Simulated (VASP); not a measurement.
## Ir: single point with LDA

The system is Ir.

```
Ir
1.0
     0.00000    1.64249    1.64249
     1.64249    0.00000    1.64249
     1.64249    1.64249    0.00000
Ir
1
Direct
  0.00000 0.00000 0.00000
```

This cell differs from its parent crystal: volume scaled by 0.64, core large.

| Quantity | Value |
| --- | --- |
| Program | VASP 6.6.1 |
| Task | single point |
| Functional | LDA |
| Potentials or basis | VASP PAW LDA potentials, release 64 (Ir) |
| Cutoff | 520 eV |
| k mesh | 19 × 19 × 19 |
| Occupations | fermi-dirac, width 0.08 eV |
| Spin | no spin polarisation |

```yaml
Pressure: 543.8 GPa
```

Levels at points of the mesh, in eV from the Fermi level:
| k point | band 1 | band 2 | band 3 | band 4 | band 5 | band 6 | band 7 | band 8 | band 9 |
| --- | --- | --- | --- | --- | --- | --- | --- | --- | --- |
| (0.00, 0.00, 0.00) | -16.61 | -7.89 | -7.89 | -7.89 | -2.34 | -2.34 | 12.07 | 20.87 | 20.87 |

Wall time 8.8 s on 1 thread of Intel(R) Xeon(R) 6975P-C (Granite Rapids), with other jobs on the host, peak memory 0.13 GiB.

Caveat: spin-orbit coupling is left out, which moves the levels of the heavy elements.
